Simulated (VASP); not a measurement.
**TiO2: single point with PBE**

Crystal: TiO2.

```xyz
3
Lattice="-0.0080 2.3888 2.3888 2.3888 -0.0080 2.3888 2.3888 2.3888 -0.0080" Properties=species:S:1:pos:R:3 pbc="T T T"
Ti    0.0000    0.0000    0.0000
O     1.1934    1.1934    1.1934
O     3.5763    3.5763    3.5763
```

This cell differs from its parent crystal: strain along [111] -0.5%.

| Item | Value |
| --- | --- |
| Program | VASP 6.6.1 |
| Task | single point |
| Functional | PBE |
| Potentials or basis | VASP PAW PBE potentials, release 64 (Ti_sv, O) |
| Cutoff | 520 eV |
| k mesh | 10 × 10 × 10 |
| Occupations | fermi-dirac, width 0.02 eV |
| Spin | no spin polarisation |
| Dipole correction | no |
| Further INCAR settings | ALGO = Normal; EDIFF = 1e-06; NBANDS = 19 |

```json
{"Pressure": "8.2 GPa", "Largest force": "0.005 eV/Å", "Band gap on the k mesh": "1.13 eV (least direct gap 1.85 eV)"}
```

Forces in eV/Å, atoms in the order of the input:
```
Ti   0.000  0.000  0.000
O    0.003  0.003  0.003
O   -0.003 -0.003 -0.003
```

Stress tensor (GPa, compression positive):
```
8.16 0.12 0.12
0.12 8.16 0.12
0.12 0.12 8.16
```

Levels at points of the mesh, in eV from the valence-band top:
```csv
k point,band 8,band 9,band 10,band 11,band 12,band 13,band 14,band 15,band 16,band 17
"(0.00, 0.00, 0.00)",-6.07,-6.05,-0.89,-0.87,-0.87,1.13,1.13,5.41,5.41,5.43
"(0.50, 0.00, 0.00)",-4.96,-3.40,-3.29,-2.57,-2.54,1.47,1.49,2.88,5.00,5.02
"(0.50, 0.50, 0.00)",-4.67,-4.64,-2.14,-2.10,0.00,1.85,1.85,2.92,4.18,4.21
"(0.50, 0.50, 0.50)",-4.97,-3.41,-3.31,-2.56,-2.56,1.49,1.49,2.93,4.99,4.99
```

Wall time 2.2 min on 1 thread of Intel Xeon 8259CL (shared host), peak memory 0.2 GiB.

Caveat: the cell differs from its parent crystal (strain along [111] -0.5%); the cell stands under pressure. A k mesh can miss the band edges.
